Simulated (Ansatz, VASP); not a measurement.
**Sn: VASP beside Ansatz**

POSCAR

```
Sn
1.0
   -1.8991929000      1.9531017000      2.3383420000
    1.8991929000     -1.9531017000      2.3383420000
    1.8991929000      1.9531017000     -2.3383420000
Sn
1
Direct
    0.0000000000      0.0000000000      0.0000000000
```

Contents of INCAR.step1:

```
SYSTEM = Sn
PREC     = Accurate       ! precision mode
ENCUT    = 520            ! plane-wave cutoff, eV
ISMEAR   = 0              ! smearing method
SIGMA    = 0.15           ! smearing width, eV
LREAL    = .FALSE.        ! projectors in reciprocal space
LASPH    = .TRUE.         ! aspherical terms in the spheres
NELM     = 80             ! most SCF steps
NBANDS   = 13             ! bands
GGA      = PE             ! functional
ALGO     = Normal         ! electronic algorithm
EDIFF    = 1E-4           ! SCF threshold, eV
LWAVE    = .TRUE.         ! write WAVECAR
LCHARG   = .FALSE.        ! write CHGCAR
```

INCAR.step2

```
SYSTEM = Sn
PREC     = Accurate       ! precision mode
ENCUT    = 520            ! plane-wave cutoff, eV
EDIFF    = 1E-7           ! SCF threshold, eV
ISMEAR   = 0              ! smearing method
SIGMA    = 0.15           ! smearing width, eV
LREAL    = .FALSE.        ! projectors in reciprocal space
LASPH    = .TRUE.         ! aspherical terms in the spheres
NELM     = 80             ! most SCF steps
ALGO     = Normal         ! electronic algorithm
ISIF     = 2              ! what is computed and relaxed
LWAVE    = .FALSE.        ! write WAVECAR
LCHARG   = .TRUE.         ! write CHGCAR
METAGGA  = R2SCAN         ! meta-GGA
LMIXTAU  = .TRUE.       
LELF     = .TRUE.         ! ELF
LVHAR    = .TRUE.       
NBANDS   = 13             ! bands
ISTART   = 1
```

Contents of KPOINTS:

```
Automatic mesh
0
G
  20 20 20
  0 0 0
```

Input for Ansatz:

```yaml
crystal:
  lattice:
    - [-1.8991929, 1.9531017, 2.338342]
    - [1.8991929, -1.9531017, 2.338342]
    - [1.8991929, 1.9531017, -2.338342]
  atoms:
    - { symbol: Sn, position: [0.0, 0.0, 0.0] }
basis:
  ecutwfc: 500
kpoints:
  mp_grid: { grid: [20, 20, 20] }
hamiltonian:
  xc: r2scan
scf:
  occupations: { method: gaussian, width: 0.15 }
output:
  forces: true
  stress: true
  eigenvalues: true
```

Change from the starting cell: strain +0.1000 x Voigt [1, 1, 0, 0, 0, 0], atoms carried along.

Alike in both runs: task single point; functional r2SCAN; k mesh 20 × 20 × 20; occupations gaussian, width 0.15 eV; no spin polarisation.

|  | VASP | Ansatz |
| --- | --- | --- |
| version | VASP 6.6.1 | Ansatz 0.2.0 |
| potentials or method | VASP PAW PBE potentials, release 64 (Sn_d), cutoff 520 eV | scalar-relativistic, plane waves, PAW |
| valence electrons in the cell | 14 | 14 |

|  | VASP | Ansatz | Ansatz less VASP |
| --- | --- | --- | --- |
| gap on the k mesh at the Fermi level (eV) | none | none | - |
| pressure (GPa) | -7.1 | -7.1 | +0.05 |
| traceless stress, the component that is largest in VASP (GPa) | 0.33 | 0.33 | -0.001 |

VASP's potentials were made for PBE, not for r2SCAN. A gap of «none» marks a metal or a gap that the smearing closes. With one functional, cell and mesh, what is left measures potentials, basis and numerics.
